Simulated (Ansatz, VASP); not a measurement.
## Two plane-wave programs on FeO

INCAR

```
PREC = Accurate ; ENCUT = 520
EDIFF = 1E-6 ; ISMEAR = 0
SIGMA = 0.05 ; LREAL = False
LASPH = True ; NELM = 150
ALGO = Normal ; ISIF = 2
LWAVE = False ; LCHARG = False
ISPIN = 2 ; MAGMOM = 3.87 0.21
LORBIT = 11 ; LMAXMIX = 4
LDAU = True ; LDAUTYPE = 2
LDAUL = 2 -1 ; LDAUU = 4 0
LDAUJ = 0 0 ; LDAUPRINT = 1
GGA = PE ; NBANDS = 18
```

File KPOINTS:

```
Automatic mesh
0
Gamma
  10 10 10
```

Contents of POSCAR:

```
FeO
1.0
    0.0000000000      2.2025485815      2.2025485815
    2.2025485815      0.0000000000      2.2025485815
    2.2025485815      2.2025485815      0.0000000000
Fe O
1 1
Direct
    0.0000000000      0.0000000000      0.0000000000
    0.5000000000      0.5000000000      0.5000000000
```

Input for Ansatz:

```yaml
crystal:
  lattice:
    - [0.0, 2.2025485815, 2.2025485815]
    - [2.2025485815, 0.0, 2.2025485815]
    - [2.2025485815, 2.2025485815, 0.0]
  atoms:
    - { symbol: Fe, position: [0.0, 0.0, 0.0], spin: 3.87 }
    - { symbol: O, position: [0.5, 0.5, 0.5] }
basis:
  ecutwfc: 420
  ecutrho_ratio: 4
kpoints:
  mp_grid: { grid: [10, 10, 10] }
hamiltonian:
  xc: pbe
  hubbard:
    sites:
      - { species: Fe, l: d, u_eff: 4.0, starting_ns: start.occupation_matrices }
    ns_hold: { iters: 6 }
  pseudopotentials: { kind: paw, frozen_core: stored }
scf:
  occupations: { method: gaussian, width: 0.05 }
  lower_state_search: "off"
output:
  forces: true
  stress: true
  eigenvalues: true
  populations: true
  hubbard: { sites: [{ species: Fe, l: d }] }
magnetization:
  spin_polarized: true
```

Alike in both runs: task single point; functional PBE; k mesh 10 × 10 × 10; occupations gaussian, width 0.05 eV; collinear spin; Hubbard terms Fe d U = 4.0 eV.

|  | VASP | Ansatz |
| --- | --- | --- |
| version | VASP 6.6.1 | Ansatz 0.2.0 |
| potentials or method | VASP PAW PBE potentials, release 64 (Fe, O), cutoff 520 eV | scalar-relativistic, plane waves, PAW |
| valence electrons in the cell | 14 | 22 |

|  | VASP | Ansatz | Ansatz less VASP |
| --- | --- | --- | --- |
| pressure (GPa) | -10.6 | 0.0 | +10.60 |
| net moment per atom (μB) | 2.00 | 2.00 | -0.002 |
| size of the moment on the site where the two differ most (μB) | 3.82 | 3.52 | -0.300 |

Site moments also hang on the region over which each program counts them. The programs project onto different local orbitals, so the same U acts differently, and such runs can settle in different states. VASP's potentials hold 14 valence electrons a cell and Ansatz's 22, so a difference there can come from the potentials and not from the codes. Ansatz's warnings: symmetry narrowed by occupation matrices.
